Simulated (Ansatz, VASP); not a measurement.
# Rh in VASP and in Ansatz

File INCAR:

```
PREC = Accurate
ENCUT = 520
EDIFF = 1E-7
ISMEAR = 0
SIGMA = 0.15
LREAL = F
LASPH = T
NELM = 100
ALGO = Fast
ISIF = 2
LWAVE = F
LCHARG = F
GGA = PE
NBANDS = 14
```

File KPOINTS:

```
regular mesh
0
Gamma
  26 26 26
```

Contents of POSCAR:

```
Rh
1.0
    0.0000000000      2.0585878174      1.9149654115
    1.9149654115      0.0000000000      1.9149654115
    1.9149654115      2.0585878174      0.0000000000
Rh
1
Direct
    0.0000000000      0.0000000000      0.0000000000
```

Input for Ansatz:

```yaml
crystal:
  lattice:
    - [0.0, 2.0585878174, 1.9149654115]
    - [1.9149654115, 0.0, 1.9149654115]
    - [1.9149654115, 2.0585878174, 0.0]
  atoms:
    - { symbol: Rh, position: [0.0, 0.0, 0.0] }
basis:
  ecutwfc: 420
kpoints:
  mp_grid: { grid: [26, 26, 26] }
hamiltonian:
  xc: pbe
scf:
  occupations: { method: gaussian, width: 0.15 }
output:
  forces: true
  stress: true
  eigenvalues: true
```

Change from the starting cell: strain +0.0750 x Voigt [0, 1, 0, 0, 0, 0], atoms carried along.

Alike in both runs: task single point; functional PBE; k mesh 26 × 26 × 26; occupations gaussian, width 0.15 eV; no spin polarisation.

```csv
,VASP,Ansatz
version,VASP 6.6.1,Ansatz 0.2.0
potentials or method,"VASP PAW PBE potentials, release 64 (Rh_pv), cutoff 520 eV","scalar-relativistic, plane waves, PAW"
valence electrons in the cell,15,17
```

Ansatz gave:

```
gap on the k mesh at the Fermi level (eV)                     : none
pressure (GPa)                                                : -14.6
traceless stress, the component that is largest in VASP (GPa) : -9.15
```

Question: What did VASP give for the same quantities?

Answer: gap on the k mesh at the Fermi level (eV): none; pressure (GPa): -14.5; traceless stress, the component that is largest in VASP (GPa): -9.13.

A gap of «none» marks a metal or a gap that the smearing closes. With one functional, cell and mesh, what is left measures potentials, basis and numerics. VASP's potentials hold 15 valence electrons a cell and Ansatz's 17, so a difference there can come from the potentials and not from the codes.
